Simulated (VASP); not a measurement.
# Al (C2/c) in VASP: a series of runs

The runs below take Al through single point, with LDA.

All numbers are computed with VASP 6.6.1; they aren't measurements. Logs are shortened: lines on timing, memory, paths and dates and some standing lists are left out, and cuts for length are marked.

## Step 1: The cell of the first run

It takes space group C2/c (No. 15, monoclinic). Conventional cell: a = 2.764 Å, b = 8.633 Å, c = 2.841 Å, α = 90.00°, β = 90.60°, γ = 90.00°. Within 3.6 Å of Al (site symmetry 2) lie 10 Al at 2.74 to 2.84 Å.

## Step 2: Single point, LDA (16.95 Å³/atom)

Input file INCAR:

```
ALGO     = Normal         # electronic algorithm
EDIFF    = 1E-6           # SCF threshold, eV
ENCUT    = 520            # plane-wave cutoff, eV
GGA      = CA             # functional
ISIF     = 2              # what is computed and relaxed
ISMEAR   = -1             # smearing method
LASPH    = T              # aspherical terms in the spheres
LCHARG   = T              # write CHGCAR
LELF     = T              # ELF
LREAL    = F              # projectors in reciprocal space
LVHAR    = T            
LWAVE    = F              # write WAVECAR
NBANDS   = 10             # bands
NELM     = 60             # most SCF steps
PREC     = Accurate       # precision mode
SIGMA    = 0.1            # smearing width, eV
```

Input file KPOINTS:

```
k-points
0
Gamma
  18 18 12
```

Input file POSCAR:

```
Al
1.0
   -3.2535034935      2.8506432264      1.3525486938
    2.8506432264     -3.2535034935      1.3525486938
    2.3641658194      2.3641658194     -2.0903880108
Al
2
Direct
    0.9895142962      0.0104857038      0.0000000000
    0.7604857038      0.2395142962      0.5000000000
```

Potentials or basis: VASP PAW LDA potentials, release 64 (Al).

Started as:

```
cat potpaw_LDA.64/Al/POTCAR > POTCAR
mpirun -np 1 vasp_std > vasp.out
```

OUTCAR:

```text
EDIFF = 1E-6
   ENCUT = 520
   GGA = CA
   ISIF = 2
   ISMEAR = -1
   LASPH = T
   LREAL = F
   NELM = 60
   PREC = Accurate

 ion  position               nearest neighbor table
   1  0.990  0.010  0.000-   2 2.74   2 2.74   2 2.79   2 2.79   2 2.81   2 2.81
   2  0.760  0.240  0.500-   1 2.74   1 2.74   1 2.79   1 2.79   1 2.81   1 2.81

  Warning from LATTYP: Got some problem with cell dimensions!
  Tried to take original basis but could not verify dimensions!
  LATTYP: Found a base centered monoclinic cell.
 ALAT       =     2.7644429215
 B/A-ratio  =     3.1227148917
 C/A-ratio  =     1.0276951193
 COS(beta)  =    -0.0105152445

  Lattice vectors:

 A1 = (   3.2535034935,  -2.8506432264,  -1.3525486938)
 A2 = (  -2.8506432264,   3.2535034935,  -1.3525486938)
 A3 = (   1.9613055523,   1.9613055523,   0.6147093768)

Analysis of symmetry for initial positions (statically):
=====================================================================
 Subroutine PRICEL returns:
 Original cell was already a primitive cell.

 Routine SETGRP: Setting up the symmetry group for a
 base centered monoclinic supercell.

 Subroutine GETGRP returns: Found  4 space group operations
 (whereof  2 operations were pure point group operations)
 out of a pool of  4 trial point group operations.

The static configuration has the point symmetry C_2 .
 The point group associated with its full space group is C_2h.

Analysis of symmetry for dynamics (positions and initial velocities):
=====================================================================
 Subroutine PRICEL returns:
 Original cell was already a primitive cell.

 Routine SETGRP: Setting up the symmetry group for a
 base centered monoclinic supercell.

 Subroutine GETGRP returns: Found  4 space group operations
 (whereof  2 operations were pure point group operations)
 out of a pool of  4 trial point group operations.

The dynamic configuration has the point symmetry C_2 .
 The point group associated with its full space group is C_2h.

 Subroutine INISYM returns: Found  4 space group operations
 (whereof  2 operations are pure point group operations),
 and found     1 'primitive' translations

----------------------------------------------------------------------------------------

                                     Primitive cell

  volume of cell :      33.8973

  direct lattice vectors                    reciprocal lattice vectors
    -3.253503493  2.850643226  1.352548694     0.106304396  0.270127457  0.425733078
[... 92 lines left out ...]
   ISIF   =      2    stress and relaxation
   ISYM   =      2    0-nonsym 1-usesym 2-fastsym
   POTIM  = 0.5000    time-step for ionic-motion
   TEBEG  =    0.0;   TEEND  =   0.0 temperature during run
   PSTRESS=    0.0 pullay stress
   NELECT =       6.0000    total number of electrons
   NUPDOWN=      -1.0000    fix difference up-down
   EMIN   =  10.00;   EMAX   =-10.00  energy-range for DOS
   EFERMI =   0.00;   METHOD = LEGACY
   ISMEAR =    -1;   SIGMA  =   0.10  broadening in eV -4-tet -1-fermi 0-gaus
   EFERMI_NEDOS =   21; number of points for ismear=-14 and -15
   IALGO  =     38    algorithm
   IMIX   =      4    mixing-type and parameters
     AMIX     =   0.40;   BMIX     =  1.00
     AMIX_MAG =   1.60;   BMIX_MAG =  1.00
  volume/ion in A,a.u.               =      16.95       114.38
  Fermi-wavevector in a.u.,A,eV,Ry     =   0.919186  1.737010 11.495603  0.844903
  Thomas-Fermi vector in A             =   2.044352
   LORBIT       =      0    0 simple, 1 ext, 2 COOP (PROOUT), +10 PAW based schemes
   GGA     = CA    functional components
   LHFCALC =     F    Hartree Fock is set to
   AEXX    =    0.0000 exact exchange contribution
   IVDW    =     0    specifies the selected vdW correction
   LEPSILON=     F    determine dielectric tensor
   LRPA    =     F    only Hartree local field effects (RPA)
 non-spin polarized calculation
  energy-cutoff  :      520.00
  volume of cell :       33.90
 maximum number of plane-waves:       934
 NGX is ok and might be reduce to    36
   NGX = 17   NGY = 17   NGZ = 15

 number of electron       6.0000000 magnetization

 Free energy of the ion-electron system (eV)
  ---------------------------------------------------
  ext. energy  EPLUGINS =         0.00000000
  ---------------------------------------------------
  free energy    TOTEN  =        -8.21999847 eV

  energy without entropy =       -8.19392829  energy(sigma->0) =       -8.20696338

 E-fermi :   7.4358     XC(G=0): -10.2090

 val. band max:        7.4328609338   @ k =  -0.3889   0.3889   0.2500
 cond. band min:       7.4363964951   @ k =  -0.2222   0.1111   0.0000
 fundamental gap:      0.0035355612
 Fermi energy:         7.4357667541

 k-point     1 :       0.0000    0.0000    0.0000
  band No.  band energies     occupation
      1      -3.4939      2.00000
      2       3.8943      2.00000
      3       4.7311      2.00000
      4      13.3164      0.00000
      5      13.6048      0.00000
      6      15.5378      0.00000
      7      16.7519      0.00000
      8      16.8913      0.00000
      9      18.5835      0.00000
     10      19.6707      0.00000
[... 287 lines left out ...]
 k-point    24 :      -0.2222    0.0556    0.0000
  band No.  band energies     occupation
      1      -2.3212      2.00000
      2       3.2978      2.00000
      3       7.4816      0.77495
      4       9.0761      0.00000
      5      11.2028      0.00000
      6      12.9512      0.00000
      7      14.9683      0.00000
      8      18.6791      0.00000
      9      20.1107      0.00000
     10      21.2443      0.00000

 [... further k-points ...]

------------------------ aborting loop because EDIFF is reached ----------------------------------------

  FORCE on cell =-STRESS in cart. coord.  units (eV):
  Direction    XX          YY          ZZ          XY          YZ          ZX
  --------------------------------------------------------------------------------------
  -------------------------------------------------------------------------------------
  Total        0.0014942      0.0014942     -0.0103506      0.0134877      0.0010755      0.0010755
  in kB        0.0706264      0.0706264     -0.4892281      0.6375033      0.0508327      0.0508327
  external PRESSURE =      -0.1159918 kB  Pullay stress =       0.0000000 kB

 VOLUME and BASIS-vectors are now :
 -----------------------------------------------------------------------------
  energy-cutoff  :      520.00
  volume of cell :       33.90
      direct lattice vectors                 reciprocal lattice vectors
    -3.253503493  2.850643226  1.352548694     0.106304396  0.270127457  0.425733078
     2.850643226 -3.253503493  1.352548694     0.270127457  0.106304396  0.425733078
     2.364165819  2.364165819 -2.090388011     0.243563592  0.243563592  0.072546071

 POSITION                                       TOTAL-FORCE (eV/Angst)
 -----------------------------------------------------------------------------------
     -3.18950      2.78664      1.35255        -0.006321      0.006321      0.000000
     -0.60939      2.57070      0.30735         0.006321     -0.006321     -0.000000
 -----------------------------------------------------------------------------------
    total drift:                                0.000000     -0.000000     -0.000000

  FREE ENERGIE OF THE ION-ELECTRON SYSTEM (eV)
  ---------------------------------------------------
  free  energy   TOTEN  =        -8.2199984651 eV

  energy  without entropy=       -8.1939282935  energy(sigma->0) =       -8.20696338
```

OSZICAR:

```text
N       E                     dE             d eps       ncg     rms          rms(c)
DAV:   1    -0.888813495211E+00   -0.88881E+00   -0.21761E+03 20940   0.440E+02
DAV:   2    -0.810113195008E+01   -0.72123E+01   -0.69643E+01 26912   0.555E+01
DAV:   3    -0.827477243183E+01   -0.17364E+00   -0.17176E+00 27184   0.661E+00
DAV:   4    -0.827554619704E+01   -0.77377E-03   -0.77364E-03 25478   0.493E-01
DAV:   5    -0.827555069400E+01   -0.44970E-05   -0.44970E-05 25386   0.358E-02    0.197E+00
DAV:   6    -0.823939280060E+01    0.36158E-01   -0.23186E-02 23404   0.522E-01    0.114E+00
DAV:   7    -0.822065399528E+01    0.18739E-01   -0.18047E-02 23476   0.526E-01    0.174E-01
DAV:   8    -0.822003916319E+01    0.61483E-03   -0.19590E-03 23180   0.192E-01    0.102E-01
DAV:   9    -0.821999901638E+01    0.40147E-04   -0.94949E-05 24358   0.512E-02    0.453E-02
DAV:  10    -0.821999846512E+01    0.55127E-06   -0.14944E-06 22682   0.765E-03
   1 F= -.82199985E+01 E0= -.82069634E+01  d E =-.260702E-01
```

Wall time 2.8 min (1 thread of Intel Xeon 6975P-C (Granite Rapids), shared host); peak memory 0.38 GiB.

Results:

```
Free energy            : -8.2200 eV
Pressure               : 0.0 GPa
Largest force          : 0.009 eV/Å
Band gap on the k mesh : zero (bands 3 and 4 overlap by 9.51 eV)
```

Forces in eV/Å, atoms in the order of the input:
```
Al  -0.006  0.006  0.000
Al   0.006 -0.006  0.000
```

(Continued in part 2 of 2.)
